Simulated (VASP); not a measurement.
A run of VASP 6.6.1:

File POSCAR:

```
Te
1.0
    2.2527700000      3.9019100000      0.0000000000
   -2.2527700000      3.9019100000      0.0000000000
    0.0000000000      0.0000000000      5.9881830000
Te
3
Direct
    0.7450000000      0.2550000000      0.3333000000
    0.0000000000      0.7450000000      0.6666300000
    0.2550000000      0.0000000000      0.9999700000
```

File INCAR.step1:

```
PREC = Accurate
ENCUT = 550
ISMEAR = -1
SIGMA = 0.1
LREAL = F
LASPH = T
NELM = 120
NBANDS = 16
GGA = PE
ALGO = Normal
EDIFF = 1E-5
LWAVE = T
LCHARG = F
GGA_COMPAT = F
```

The input INCAR.step2:

```
PREC = Accurate
ENCUT = 550
EDIFF = 1E-6
ISMEAR = -1
SIGMA = 0.1
LREAL = F
LASPH = T
NELM = 120
ALGO = Normal
ISIF = 2
LWAVE = F
LCHARG = F
METAGGA = R2SCAN
LMIXTAU = T
NBANDS = 16
ISTART = 1
GGA_COMPAT = F
```

KPOINTS

```
Automatic mesh
0
Gamma
  7 7 5
```

Potentials or basis: VASP PAW PBE potentials, release 64 (Te).

Command:

```sh
$ cat potpaw_PBE.64/Te/POTCAR > POTCAR
$ cp INCAR.step1 INCAR
$ mpirun -np 1 vasp_std > vasp.out
$ cp INCAR.step2 INCAR
$ mpirun -np 1 vasp_std > vasp.out
```

Hardware: 1 thread of Intel(R) Xeon(R) Platinum 8259CL CPU @ 2.50GHz (Skylake/Cascade Lake), on a shared host.

Estimate the wall time of this run.

Run time: 5.8 min on 1 thread of Intel(R) Xeon(R) Platinum 8259CL CPU @ 2.50GHz (Skylake/Cascade Lake) (shared host), peak memory 0.31 GiB. Counts: k points 72.
